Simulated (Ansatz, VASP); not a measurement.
ZnCd2S3 in VASP and in Ansatz

```xyz
6
Lattice="-2.0330 2.0330 8.6894 2.0330 -2.0330 8.6894 2.0330 2.0330 -8.6894" Properties=species:S:1:pos:R:3 pbc="T T T"
Zn    0.0000    0.0000    0.0000
Cd    0.0000    0.0000   11.4930
Cd    0.0000    0.0000    5.8859
S     0.0000    2.0330    4.3447
S     2.0330    0.0000    7.4292
S     2.0330    0.0000    1.2603
```

Alike in both runs: functional PBE; k mesh 6 × 6 × 6; occupations gaussian, width 0.1 eV; no spin polarisation.

Ansatz relaxed the structure, and its values are those at the end. VASP's run is a single point on that final structure, the one shown.

|  | VASP | Ansatz |
| --- | --- | --- |
| version | VASP 6.6.1 | Ansatz 0.2.0 |
| potentials or method | VASP PAW PBE potentials, release 64 (Zn, Cd, S), cutoff 520 eV | scalar-relativistic, plane waves, PAW |
| valence electrons in the cell | 54 | 70 |

|  | VASP | Ansatz | Ansatz less VASP |
| --- | --- | --- | --- |
| gap on the k mesh at the Fermi level (eV) | 1.24 | 1.24 | -0.004 |
| least direct gap on the mesh (eV) | 1.24 | 1.24 | -0.004 |
| pressure (GPa) | 0.2 | 0.0 | -0.25 |
| rms of the force components (eV/Å) | 0.013 | 0.007 | -0.0062 |

VASP's potentials hold 54 valence electrons a cell and Ansatz's 70, so a difference there can come from the potentials and not from the codes.
